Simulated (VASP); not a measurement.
## Si2F3: single point with PBE

Crystal: Si2F3.

```
CELL_PARAMETERS angstrom
4.44243 0.00000 0.00000
-2.22122 3.84726 0.00000
0.00000 0.00000 3.60020
ATOMIC_POSITIONS crystal
Si 0.33333 0.66667 0.50000
Si 0.66667 0.33333 0.50000
F 0.33333 0.66667 0.00000
F 0.66667 0.33333 0.00000
F 0.00000 0.00000 0.00000
```

- Program: VASP 6.6.1
- Task: single point
- Functional: PBE
- Potentials or basis: VASP PAW PBE potentials, release 64 (Si, F)
- Cutoff: 520 eV
- k mesh: 6 × 6 × 6
- Occupations: gaussian, width 0.1 eV
- Spin: no spin polarisation

```yaml
Pressure: 0.0 GPa
```

Stress tensor (GPa, compression positive):
```
-0.32  0.00  0.00
 0.00 -0.32  0.00
 0.00  0.00  0.61
```

Levels at points of the mesh, in eV from the Fermi level:
| k point | band 11 | band 12 | band 13 | band 14 | band 15 | band 16 | band 17 | band 18 |
| --- | --- | --- | --- | --- | --- | --- | --- | --- |
| (0.00, 0.00, 0.00) | -0.94 | -0.84 | -0.84 | 1.01 | 1.01 | 1.39 | 5.01 | 5.01 |
| (0.50, 0.00, 0.00) | -3.18 | -1.00 | -0.83 | -0.71 | 0.62 | 3.03 | 8.53 | 8.86 |
| (0.00, 0.00, 0.50) | -0.70 | -0.70 | -0.66 | -0.56 | -0.56 | 3.79 | 3.79 | 4.34 |
| (0.50, 0.00, 0.50) | -2.21 | -1.36 | -0.98 | -0.66 | -0.51 | 4.37 | 6.19 | 7.23 |

Run time: 18 s on 1 thread of Intel(R) Xeon(R) 6975P-C (Granite Rapids), with other jobs on the host, peak memory 0.18 GiB.

Caveat: an odd number of electrons without spin polarisation forces a metal; a magnetic or distorted state may lie lower.
